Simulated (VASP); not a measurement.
BiB:

```xyz
2
Lattice="3.0248 0.0000 0.0000 0.0000 3.0248 0.0000 0.0000 0.0000 3.0248" Properties=species:S:1:pos:R:3 pbc="T T T"
B     0.0000    0.0000    0.0000
Bi    1.5124    1.5124    1.5124
```

```yaml
Program: VASP 6.6.1
Task: relaxation of cell and atoms
Functional: PBE
Potentials_or_basis: VASP PAW PBE potentials, release 64 (B, Bi_d)
Cutoff: 600 eV
k_mesh: 8 × 8 × 8
Occupations: fermi-dirac, width 0.02 eV
Spin: no spin polarisation
```

At the start: pressure 46.3 GPa; volume 13.84 Å³/atom.

Problem. How do energy, volume and symmetry change on relaxing?

Solution. Over 6 steps the energy falls by 575.7 meV/atom and the volume is 19.21 Å³/atom (+38.8 %); space group Pm-3m (No. 221, to 0.05 Å).

The path:
| step | energy change (eV) | largest force (eV/Å) | pressure (GPa) | volume (Å³) |
| --- | --- | --- | --- | --- |
| 1 | 0.0000 | 0.0000 | 46.27 | 27.68 |
| 2 | -0.8675 | 0.0000 | -9.18 | 46.97 |
| 3 | -1.1512 | 0.0000 | 0.31 | 38.27 |
| 4 | -1.1512 | 0.0000 | -0.18 | 38.51 |
| 5 | -1.1513 | 0.0000 | 0.06 | 38.40 |
| 6 | -1.1513 | 0.0000 | 0.02 | 38.42 |

Final structure:
```yaml
crystal:
  lattice:
    - [3.37429, 0.00000, 0.00000]
    - [0.00000, 3.37429, 0.00000]
    - [0.00000, 0.00000, 3.37429]
  atoms:
    - { symbol: B, position: [0.00000, 0.00000, 0.00000] }
    - { symbol: Bi, position: [0.50000, 0.50000, 0.50000] }
```

Caveat: the volume moved by over 15 % at a fixed basis, so the end points are rough.
